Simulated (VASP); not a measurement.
# Ir (Fm-3m) in VASP: a series of runs, part 2 of 2

VASP 6.6.1. The steps go on from the part before.

## 5. Single point, PBE

This run uses another cell than the first one, of 14.48 Å³/atom, 1.096 times its volume.

INCAR

```
SYSTEM = Ir
PREC = Accurate
ENCUT = 500
EDIFF = 1E-6
ISMEAR = 1
SIGMA = 0.15
LREAL = .FALSE.
LASPH = .TRUE.
NELM = 120
ALGO = Normal
ISIF = 2
LWAVE = .FALSE.
LCHARG = .FALSE.
GGA = PE
NBANDS = 10
GGA_COMPAT = .FALSE.
```

KPOINTS

```
Automatic mesh
0
G
  10 10 10
  0 0 0
```

POSCAR

```
Ir
1.0
    0.0000000000      1.9345675702      1.9345675702
    1.9345675702      0.0000000000      1.9345675702
    1.9345675702      1.9345675702      0.0000000000
Ir
1
Direct
    0.0000000000      0.0000000000      0.0000000000
```

Potentials or basis: VASP PAW PBE potentials, release 64 (Ir).

Started as:

```bash
> cat potpaw_PBE.64/Ir/POTCAR > POTCAR
> mpirun -np 1 vasp_std > vasp.out
```

OUTCAR:

```text
SYSTEM = Ir
   PREC = Accurate
   ENCUT = 500
   EDIFF = 1E-6
   ISMEAR = 1
   LREAL = .FALSE.
   LASPH = .TRUE.
   NELM = 120
   ISIF = 2
   GGA = PE

 ion  position               nearest neighbor table
   1  0.000  0.000  0.000-

  LATTYP: Found a face centered cubic cell.
 ALAT       =     3.8691351404

  Lattice vectors:

 A1 = (   0.0000000000,   1.9345675702,   1.9345675702)
 A2 = (   1.9345675702,   0.0000000000,   1.9345675702)
 A3 = (   1.9345675702,   1.9345675702,   0.0000000000)

Analysis of symmetry for initial positions (statically):
=====================================================================
 Subroutine PRICEL returns:
 Original cell was already a primitive cell.

 Routine SETGRP: Setting up the symmetry group for a
 face centered cubic supercell.

 Subroutine GETGRP returns: Found 48 space group operations
 (whereof 48 operations were pure point group operations)
 out of a pool of 48 trial point group operations.

The static configuration has the point symmetry O_h .

Analysis of symmetry for dynamics (positions and initial velocities):
=====================================================================
 Subroutine PRICEL returns:
 Original cell was already a primitive cell.

 Routine SETGRP: Setting up the symmetry group for a
 face centered cubic supercell.

 Subroutine GETGRP returns: Found 48 space group operations
 (whereof 48 operations were pure point group operations)
 out of a pool of 48 trial point group operations.

The dynamic configuration has the point symmetry O_h .

 Subroutine INISYM returns: Found 48 space group operations
 (whereof 48 operations are pure point group operations),
 and found     1 'primitive' translations

----------------------------------------------------------------------------------------

                                     Primitive cell

  volume of cell :      14.4804

  direct lattice vectors                    reciprocal lattice vectors
     0.000000000  1.934567570  1.934567570    -0.258455692  0.258455692  0.258455692
     1.934567570  0.000000000  1.934567570     0.258455692 -0.258455692  0.258455692
     1.934567570  1.934567570  0.000000000     0.258455692  0.258455692 -0.258455692

  length of vectors
     2.735891695  2.735891695  2.735891695     0.447658390  0.447658390  0.447658390

  position of ions in fractional coordinates (direct lattice)
     0.000000000  0.000000000  0.000000000

  ion indices of the primitive-cell ions
   primitive index   ion index
                 1           1

----------------------------------------------------------------------------------------

 KPOINTS: Automatic mesh

Automatic generation of k-mesh.
 Grid dimensions read from file:
 generate k-points for:   10   10   10

 Generating k-lattice:

  Cartesian coordinates                     Fractional coordinates (reciprocal lattice)
    -0.025845569  0.025845569  0.025845569     0.100000000  0.000000000  0.000000000
     0.025845569 -0.025845569  0.025845569     0.000000000  0.100000000  0.000000000
     0.025845569  0.025845569 -0.025845569     0.000000000  0.000000000  0.100000000

  Length of vectors
     0.044765839  0.044765839  0.044765839

  Shift w.r.t. Gamma in fractional coordinates (k-lattice)
     0.000000000  0.000000000  0.000000000

 Subroutine IBZKPT returns following result:
 ===========================================

 Found     47 irreducible k-points:

 Following reciprocal coordinates:
            Coordinates               Weight
  0.000000  0.000000  0.000000      1.000000
  0.100000  0.000000  0.000000      8.000000
  0.200000  0.000000  0.000000      8.000000
  0.300000  0.000000  0.000000      8.000000
  0.400000  0.000000  0.000000      8.000000
  0.500000  0.000000  0.000000      4.000000
[... 16 lines left out ...]
  0.300000  0.300000  0.000000      6.000000
  0.400000  0.300000  0.000000     24.000000
 [... further k-points ...]
   k-points           NKPTS =     47   k-points in BZ     NKDIM =     47   number of bands    NBANDS=     10
   number of dos      NEDOS =    301   number of ions     NIONS =      1
   total plane-waves  NPLWV =   8000
   dimension x,y,z NGX =    20 NGY =   20 NGZ =   20
   dimension x,y,z NGXF=    40 NGYF=   40 NGZF=   40
   ions per type =               1
   NGX,Y,Z   is equivalent  to a cutoff of  12.15, 12.15, 12.15 a.u.
   NGXF,Y,Z  is equivalent  to a cutoff of  24.31, 24.31, 24.31 a.u.
 SYSTEM =  Ir
   PREC   = accura    normal or accurate (medium, high low for compatibility)
   ISTART =      0    job   : 0-new  1-cont  2-samecut
   ICHARG =      2    charge: 1-file 2-atom 10-const
   ISPIN  =      1    spin polarized calculation?
   LNONCOLLINEAR =      F non collinear calculations
   LSORBIT =      F    spin-orbit coupling
   LASPH  =      T    aspherical Exc in radial PAW
   ENCUT  =  500.0 eV  36.75 Ry    6.06 a.u.   4.99  4.99  4.99*2*pi/ulx,y,z
   NELM   =    120;   NELMIN=  2; NELMDL= -5     # of ELM steps
   EDIFF  = 0.1E-05   stopping-criterion for ELM
   LREAL  =      F    real-space projection
   EDIFFG = 0.1E-04   stopping-criterion for IOM
   NSW    =      0    number of steps for IOM
   IBRION =     -1    ionic relax: 0-MD 1-quasi-New 2-CG
   NFREE  =      0    steps in history (QN), initial steepest desc. (CG)
   ISIF   =      2    stress and relaxation
   ISYM   =      2    0-nonsym 1-usesym 2-fastsym
   POTIM  = 0.5000    time-step for ionic-motion
   TEBEG  =    0.0;   TEEND  =   0.0 temperature during run
   PSTRESS=    0.0 pullay stress
   NELECT =       9.0000    total number of electrons
   NUPDOWN=      -1.0000    fix difference up-down
   EMIN   =  10.00;   EMAX   =-10.00  energy-range for DOS
   EFERMI =   0.00;   METHOD = LEGACY
   ISMEAR =     1;   SIGMA  =   0.15  broadening in eV -4-tet -1-fermi 0-gaus
   EFERMI_NEDOS =   21; number of points for ismear=-14 and -15
   IALGO  =     38    algorithm
   IMIX   =      4    mixing-type and parameters
     AMIX     =   0.40;   BMIX     =  1.00
     AMIX_MAG =   1.60;   BMIX_MAG =  1.00
  volume/ion in A,a.u.               =      14.48        97.72
  Fermi-wavevector in a.u.,A,eV,Ry     =   1.397103  2.640142 26.557169  1.951897
  Thomas-Fermi vector in A             =   2.520392
   LORBIT       =      0    0 simple, 1 ext, 2 COOP (PROOUT), +10 PAW based schemes
   GGA     = PE    functional components
   LHFCALC =     F    Hartree Fock is set to
   AEXX    =    0.0000 exact exchange contribution
   IVDW    =     0    specifies the selected vdW correction
   LEPSILON=     F    determine dielectric tensor
   LRPA    =     F    only Hartree local field effects (RPA)
 non-spin polarized calculation
 Methfessel and Paxton  Order N= 1 SIGMA  =   0.15
  energy-cutoff  :      500.00
  volume of cell :       14.48
 maximum number of plane-waves:       377
   NGX =  9   NGY =  9   NGZ =  9

 number of electron       9.0000000 magnetization

 Free energy of the ion-electron system (eV)
  ---------------------------------------------------
  ext. energy  EPLUGINS =         0.00000000
  ---------------------------------------------------
  free energy    TOTEN  =        -8.85428100 eV

  energy without entropy =       -8.85371515  energy(sigma->0) =       -8.85409238

 E-fermi :  10.0790     XC(G=0): -13.8496

 val. band max:       10.0613190832   @ k =  -0.3000   0.3000   0.1000
 cond. band min:      10.0814620925   @ k =   0.3000   0.3000   0.0000
 fundamental gap:      0.0201430093
 Fermi energy:        10.0789808226

 k-point     1 :       0.0000    0.0000    0.0000
  band No.  band energies     occupation
      1      -0.8635      2.00000
      2       6.2538      2.00000
      3       6.2538      2.00000
      4       6.2538      2.00000
      5       8.8492      2.00000
      6       8.8492      2.00000
      7      24.3703      0.00000
      8      29.8277      0.00000
      9      29.8277      0.00000
     10      29.8277      0.00000
[... 287 lines left out ...]
 k-point    24 :       0.4000    0.3000    0.0000
  band No.  band energies     occupation
      1       2.9235      2.00000
      2       3.6543      2.00000
      3       7.4374      2.00000
      4       9.1801      2.00000
      5      10.7418     -0.00000
      6      10.8012     -0.00000
      7      22.6469      0.00000
      8      24.9034      0.00000
      9      25.7687      0.00000
     10      30.7072      0.00000

 [... further k-points ...]

------------------------ aborting loop because EDIFF is reached ----------------------------------------

  FORCE on cell =-STRESS in cart. coord.  units (eV):
  Direction    XX          YY          ZZ          XY          YZ          ZX
  --------------------------------------------------------------------------------------
  -------------------------------------------------------------------------------------
  Total        0.0770370      0.0770370      0.0770370     -0.0000000      0.0000000     -0.0000000
  in kB        8.5237036      8.5237036      8.5237036     -0.0000000      0.0000000     -0.0000000
  external PRESSURE =       8.5237036 kB  Pullay stress =       0.0000000 kB

 VOLUME and BASIS-vectors are now :
 -----------------------------------------------------------------------------
  energy-cutoff  :      500.00
  volume of cell :       14.48
      direct lattice vectors                 reciprocal lattice vectors
     0.000000000  1.934567570  1.934567570    -0.258455692  0.258455692  0.258455692
     1.934567570  0.000000000  1.934567570     0.258455692 -0.258455692  0.258455692
     1.934567570  1.934567570  0.000000000     0.258455692  0.258455692 -0.258455692

 POSITION                                       TOTAL-FORCE (eV/Angst)
 -----------------------------------------------------------------------------------
      0.00000      0.00000      0.00000        -0.000000      0.000000      0.000000
 -----------------------------------------------------------------------------------
    total drift:                                0.000000      0.000000      0.000000

  FREE ENERGIE OF THE ION-ELECTRON SYSTEM (eV)
  ---------------------------------------------------
  free  energy   TOTEN  =        -8.8542809989 eV

  energy  without entropy=       -8.8537151522  energy(sigma->0) =       -8.85409238
```

stdout:

```text
POSCAR found type information on POSCAR Ir
 POSCAR found :  1 types and       1 ions
 scaLAPACK will be used
 LDA part: xc-table for (Slater+PW92), standard interpolation
 POSCAR, INCAR and KPOINTS ok, starting setup
 FFT: planning ... GRIDC
 FFT: planning ... GRID_SOFT
 FFT: planning ... GRID
 WAVECAR not read
 entering main loop
```

Wall time 12 s (1 thread of Intel Xeon 8259CL, shared host); peak memory 0.13 GiB.

Results:

| Property | Result |
| --- | --- |
| Free energy | -8.8543 eV |
| Pressure | 0.9 GPa |

Levels at points of the mesh, in eV from the Fermi level:
```
           k point  band 1  band 2  band 3  band 4  band 5  band 6  band 7  band 8  band 9
(0.00, 0.00, 0.00)  -10.94   -3.83   -3.83   -3.83   -1.23   -1.23   14.29   19.75   19.75
(0.50, 0.00, 0.00)   -7.93   -3.92   -3.92   -0.77    0.78    0.78    6.95   13.84   19.51
(0.50, 0.50, 0.00)   -7.72   -7.16    0.75    1.34    1.34    1.63   10.12   11.53   11.53
```

Caveat: spin-orbit coupling is left out, which moves the levels of the heavy elements.

## 6. Single point, PBE

This run uses another cell than the first one, of 14.90 Å³/atom, 1.128 times its volume.

INCAR

```
SYSTEM = Ir
  PREC = Accurate
  ENCUT = 500
  EDIFF = 1E-6
  ISMEAR = 1
  SIGMA = 0.15
  LREAL = .False.
  LASPH = .True.
  NELM = 120
  ALGO = Normal
  ISIF = 2
  LWAVE = .False.
  LCHARG = .False.
  GGA = PE
  NBANDS = 10
  GGA_COMPAT = .False.
```

KPOINTS

```
regular mesh
0
Gamma
  10 10 10
  0 0 0
```

POSCAR

```
Ir
1.0
    0.0000000000      1.9531703226      1.9531703226
    1.9531703226      0.0000000000      1.9531703226
    1.9531703226      1.9531703226      0.0000000000
Ir
1
Direct
    0.0000000000      0.0000000000      0.0000000000
```

Potentials or basis: VASP PAW PBE potentials, release 64 (Ir).

Started as:

```bash
> cat potpaw_PBE.64/Ir/POTCAR > POTCAR
> mpirun -np 1 vasp_std > vasp.out
```

Run time: 13 s. Hardware: 1 thread of Intel Xeon 8259CL, shared host; peak memory 0.13 GiB.

The run converged. Its results:

```
Free energy : -8.8440 eV
Pressure    : -8.6 GPa
```

Levels at points of the mesh, in eV from the Fermi level:
```tsv
k point	band 1	band 2	band 3	band 4	band 5	band 6	band 7	band 8
(0.00, 0.00, 0.00)	-10.63	-3.66	-3.66	-3.66	-1.18	-1.18	14.35	19.63
(0.50, 0.00, 0.00)	-7.63	-3.74	-3.74	-0.69	0.74	0.74	6.68	13.88
(0.50, 0.50, 0.00)	-7.39	-6.86	0.71	1.26	1.26	1.65	9.75	11.40
```

Caveat: spin-orbit coupling is left out, which moves the levels of the heavy elements.

## 7. The runs side by side

```tsv
cell	gap on the mesh (eV)	pressure (GPa)
a = 2.654 Å, angles 60.0°, 1 atom	none	41.8
a = 2.682 Å, angles 60.0°, 1 atom	none	25.7
a = 2.709 Å, angles 60.0°, 1 atom	none	12.2
a = 2.736 Å, angles 60.0°, 1 atom	none	0.9
a = 2.762 Å, angles 60.0°, 1 atom	none	-8.6
```

Alike in all rows: task single point; level PBE; potentials or basis VASP PAW PBE potentials, release 64 (Ir); no spin polarisation; k mesh 10 × 10 × 10; cutoff (eV) 500; smearing methfessel-paxton 0.15 eV.

Caveats: spin-orbit coupling is left out, which moves the levels of the heavy elements.

Total energies depend on the potentials used, so only differences within one code and one set of settings carry meaning.
